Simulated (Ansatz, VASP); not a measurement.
Two plane-wave programs on Sc

The input POSCAR:

```
Sc
1.0
    0.0000000000      2.3016066052      2.2095423410
    2.3016066052      0.0000000000      2.2095423410
    2.3016066052      2.3016066052      0.0000000000
Sc
1
Direct
    0.0000000000      0.0000000000      0.0000000000
```

The input INCAR.step1:

```
SYSTEM = Sc
ALGO = Normal ; EDIFF = 1E-4
ENCUT = 520 ; GGA = PE
ISMEAR = 0 ; LASPH = .True.
LCHARG = .False. ; LREAL = .False.
LWAVE = .True. ; NBANDS = 12
NELM = 100 ; PREC = Accurate
SIGMA = 0.15
```

File INCAR.step2:

```
SYSTEM = Sc
ALGO = Normal ; EDIFF = 1E-6
ENCUT = 520 ; ISIF = 2
ISMEAR = 0 ; ISTART = 1
LASPH = .True. ; LCHARG = .False.
LMIXTAU = .True. ; LREAL = .False.
LWAVE = .False. ; METAGGA = R2SCAN
NBANDS = 12 ; NELM = 100
PREC = Accurate ; SIGMA = 0.15
```

Contents of KPOINTS:

```
k-points
0
Gamma
  20 20 20
  0 0 0
```

Input for Ansatz:

```yaml
crystal:
  lattice:
    - [0.0, 2.3016066052, 2.209542341]
    - [2.3016066052, 0.0, 2.209542341]
    - [2.3016066052, 2.3016066052, 0.0]
  atoms:
    - { symbol: Sc, position: [0.0, 0.0, 0.0] }
basis:
  ecutwfc: 500
kpoints:
  mp_grid: { grid: [20, 20, 20] }
hamiltonian:
  xc: r2scan
scf:
  occupations: { method: gaussian, width: 0.15 }
output:
  forces: true
  stress: true
  eigenvalues: true
```

Alike in both runs: task single point; functional r2SCAN; k mesh 20 × 20 × 20; occupations gaussian, width 0.15 eV; no spin polarisation.

|  | VASP | Ansatz |
| --- | --- | --- |
| version | VASP 6.6.1 | Ansatz 0.2.0 |
| potentials or method | VASP PAW PBE potentials, release 64 (Sc_sv), cutoff 520 eV | scalar-relativistic, plane waves, PAW |
| valence electrons in the cell | 11 | 11 |

```tsv
	VASP	Ansatz	Ansatz less VASP
gap on the k mesh at the Fermi level (eV)	none	none	-
pressure (GPa)	4.3	4.0	-0.22
traceless stress, the component that is largest in VASP (GPa)	0.34	0.34	-0.002
```

VASP's potentials were made for PBE, not for r2SCAN. A gap of «none» marks a metal or a gap that the smearing closes. With one functional, cell and mesh, what is left measures potentials, basis and numerics.
